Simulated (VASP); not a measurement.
Here is a VASP 6.6.1 calculation.

Contents of INCAR:

```
PREC = Accurate
ENCUT = 520
EDIFF = 1E-6
ISMEAR = -1
SIGMA = 0.08
LREAL = False
LASPH = True
NELM = 80
ALGO = Normal
ISIF = 2
LWAVE = False
LCHARG = True
GGA = PS
LELF = True
LVHAR = True
NBANDS = 12
```

KPOINTS

```
Automatic mesh
0
Gamma
  19 19 19
```

Contents of POSCAR:

```
Cu
1.0
    1.9467209896      0.0000000000      0.0000000000
    0.0000000000      1.9467209896      0.0000000000
    0.0000000000      0.0000000000      1.9467209896
Cu
1
Direct
    0.0000000000      0.0000000000      0.0000000000
```

Potentials or basis: VASP PAW PBE potentials, release 64 (Cu).

Command:

```bash
$ cat potpaw_PBE.64/Cu/POTCAR > POTCAR
$ mpirun -np 1 vasp_std > vasp.out
```

**Question.** Estimate the pressure.

**Answer.** 292.6 GPa.

Caveat: the PAW data sets were made with another functional, which shifts forces and pressure a little.
